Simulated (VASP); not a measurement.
Wanted: the native input for a VASP 6.6.1 run.

| Property | Result |
| --- | --- |
| Task | relaxation of cell and atoms |
| Functional | PBE |
| Potentials or basis | VASP PAW PBE potentials, release 64 (Be, Te) |
| Cutoff | 600 eV |
| k mesh | 8 × 8 × 8 |
| Occupations | gaussian, width 0.02 eV |
| Spin | no spin polarisation |
| Dipole correction | no |
| Further INCAR settings | ALGO = Normal; EDIFF = 1e-06; IBRION = 2; EDIFFG = -0.01; NSW = 100; ISIF = 3 |

The structure of BeTe lies in POSCAR:

```
BeTe
1.0
    0.0000000000      2.8343140375      2.8343140375
    2.8343140375      0.0000000000      2.8343140375
    2.8343140375      2.8343140375      0.0000000000
Be Te
1 1
Direct
    0.0000000000      0.0000000000      0.0000000000
    0.7500000000      0.7500000000      0.7500000000
```

The input as run:

INCAR

```
SYSTEM = BeTe
PREC = Accurate ; ENCUT = 600
EDIFF = 1E-6 ; ISMEAR = 0
SIGMA = 0.02 ; LREAL = .FALSE.
LASPH = .TRUE. ; NELM = 80
ALGO = Normal ; ISIF = 3
LWAVE = .FALSE. ; LCHARG = .FALSE.
GGA = PE ; IBRION = 2
NSW = 100 ; EDIFFG = -0.01
```

KPOINTS

```
regular mesh
0
G
  8 8 8
  0 0 0
```

Potentials or basis: VASP PAW PBE potentials, release 64 (Be, Te).

Launch:

```console
$ cat potpaw_PBE.64/Be/POTCAR potpaw_PBE.64/Te/POTCAR > POTCAR
$ mpirun -np 1 vasp_std > vasp.out
```

Results of the run:

* Pressure after relaxing: 0.0 GPa
* Band gap on the k mesh: 2.02 eV, indirect (least direct gap 3.63 eV)

Caveat: the relaxation stopped at its first step, so nothing moved; spin-orbit coupling is left out, which moves the levels of the heavy elements.

It took 14 s on 1 thread of Intel Xeon 6975P-C (shared host), peak memory 0.18 GiB.
